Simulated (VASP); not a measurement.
A run of VASP 6.6.1 is set up as follows.

File INCAR:

```
SYSTEM = BN
ALGO = Normal ; EDIFF = 1E-6
ENCUT = 520 ; GGA = PE
ISIF = 2 ; ISMEAR = 0
LASPH = .TRUE. ; LCHARG = .FALSE.
LREAL = .FALSE. ; LWAVE = .FALSE.
NBANDS = 11 ; NELM = 80
PREC = Accurate ; SIGMA = 0.05
```

KPOINTS

```
k-points
0
G
  12 12 12
  0 0 0
```

File POSCAR:

```
BN
1.0
    0.0000000000      1.8123937807      1.8123937807
    1.8123937807      0.0000000000      1.8123937807
    1.8123937807      1.8123937807      0.0000000000
B N
1 1
Direct
    0.0000000000      0.0000000000      0.0000000000
    0.7500000000      0.7500000000      0.7500000000
```

Potentials or basis: VASP PAW PBE potentials, release 64 (B, N).

Run with:

```sh
$ cat potpaw_PBE.64/B/POTCAR potpaw_PBE.64/N/POTCAR > POTCAR
$ mpirun -np 1 vasp_std > vasp.out
```

Question: Estimate the pressure.

Answer: 0.2 GPa.

Question: Estimate the band gap on the k mesh.

Answer: 4.45 eV, indirect (least direct gap 8.78 eV).

A k mesh can miss the band edges. A hybrid or GW would open this gap; PBE tends to underestimate it.
